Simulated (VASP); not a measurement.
Write the native input for VASP 6.6.1 that does the following.

```
Task                   : single point
Functional             : PBEsol
Potentials or basis    : VASP PAW PBE potentials, release 64 (Si, C)
Cutoff                 : 520 eV
k mesh                 : 12 × 12 × 12
Occupations            : gaussian, width 0.05 eV
Spin                   : no spin polarisation
Dipole correction      : no
Further INCAR settings : ALGO = Normal; EDIFF = 1e-07; NBANDS = 11
```

The structure of SiC lies in POSCAR:

```
SiC
1.0
    0.0000000000      2.2950204754      1.9507674041
    2.2950204754      0.0000000000      1.9507674041
    2.2950204754      2.2950204754      0.0000000000
Si C
1 1
Direct
    0.0000000000      0.0000000000      0.0000000000
    0.7500000000      0.7500000000      0.7500000000
```

This cell differs from its parent crystal: ratio of the length along z to the lengths across it x 0.85, volume and fractional coordinates fixed.

One way to write it, as run:

INCAR

```
PREC = Accurate
ENCUT = 520
EDIFF = 1E-7
ISMEAR = 0
SIGMA = 0.05
LREAL = False
LASPH = True
NELM = 80
ALGO = Normal
ISIF = 2
LWAVE = False
LCHARG = False
GGA = PS
NBANDS = 11
```

KPOINTS

```
regular mesh
0
Gamma
  12 12 12
```

Potentials or basis: VASP PAW PBE potentials, release 64 (Si, C).

Run with:

```sh
$ cat potpaw_PBE.64/Si/POTCAR potpaw_PBE.64/C/POTCAR > POTCAR
$ mpirun -np 1 vasp_std > vasp.out
```

Results of the run:

The pressure is -0.5 GPa and the band gap on the k mesh is zero (band 4 reaches 8.82 eV, above the bottom of band 5 at 8.65 eV).

Caveat: the PAW data sets were made with another functional, which shifts forces and pressure a little.

It took 14 s on 1 thread of Intel(R) Xeon(R) 6975P-C (Granite Rapids), with other jobs on the host, peak memory 0.15 GiB.
